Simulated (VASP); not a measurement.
Input of a VASP 6.6.1 run:

The input INCAR:

```
PREC = Accurate
ENCUT = 520
EDIFF = 1E-7
ISMEAR = -1
SIGMA = 0.1
LREAL = False
LASPH = True
NELM = 100
ALGO = Normal
ISIF = 2
LWAVE = False
LCHARG = False
GGA = PS
NBANDS = 13
```

KPOINTS

```
Automatic mesh
0
Gamma
  13 13 13
```

File POSCAR:

```
Sn
1.0
   -1.8924156823      1.8924156823      1.8924156823
    1.8924156823     -1.8924156823      1.8924156823
    1.8924156823      1.8924156823     -1.8924156823
Sn
1
Direct
    0.0000000000      0.0000000000      0.0000000000
```

Potentials or basis: VASP PAW PBE potentials, release 64 (Sn_d).

The run is started by

```sh
$ cat potpaw_PBE.64/Sn_d/POTCAR > POTCAR
$ mpirun -np 1 vasp_std > vasp.out
```

(1) What does it give for the band gap on the k mesh?

(2) What does it give for the pressure?

Answers

(1) zero (band 7 reaches 15.93 eV, above the bottom of band 8 at 5.60 eV).

(2) -1.8 GPa.

Caveat: the PAW data sets were made with another functional, which shifts forces and pressure a little; spin-orbit coupling is left out, which moves the levels of the heavy elements.
